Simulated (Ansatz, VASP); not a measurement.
## F: VASP beside Ansatz

```
CELL_PARAMETERS angstrom
3.18237 -1.87230 0.00773
3.18237 1.87230 0.00773
-1.75602 0.00000 8.34247
ATOMIC_POSITIONS crystal
F 0.02128 0.53541 0.08141
F 0.46459 0.97872 0.41859
F 0.97872 0.46459 0.91859
F 0.53541 0.02128 0.58141
```

Alike in both runs: task single point; functional revPBE; k mesh 8 × 8 × 3; occupations fermi-dirac, width 0.05 eV; no spin polarisation.

|  | VASP | Ansatz |
| --- | --- | --- |
| version | VASP 6.6.1 | Ansatz 0.2.0 |
| potentials or method | VASP PAW PBE potentials, release 64 (F), cutoff 520 eV | plane waves (420 eV) with PAW, scalar-relativistic |
| valence electrons in the cell | 28 | 28 |

Ansatz gave:

```
gap on the k mesh at the Fermi level (eV)                     : 3.87
pressure (GPa)                                                : 3.7
traceless stress, the component that is largest in VASP (GPa) : 6.92
```

Problem. Estimate VASP's values.

Solution. gap on the k mesh at the Fermi level (eV): 3.80; pressure (GPa): 4.0; traceless stress, the component that is largest in VASP (GPa): 8.29.

VASP's potentials were made for PBE, not for revPBE.
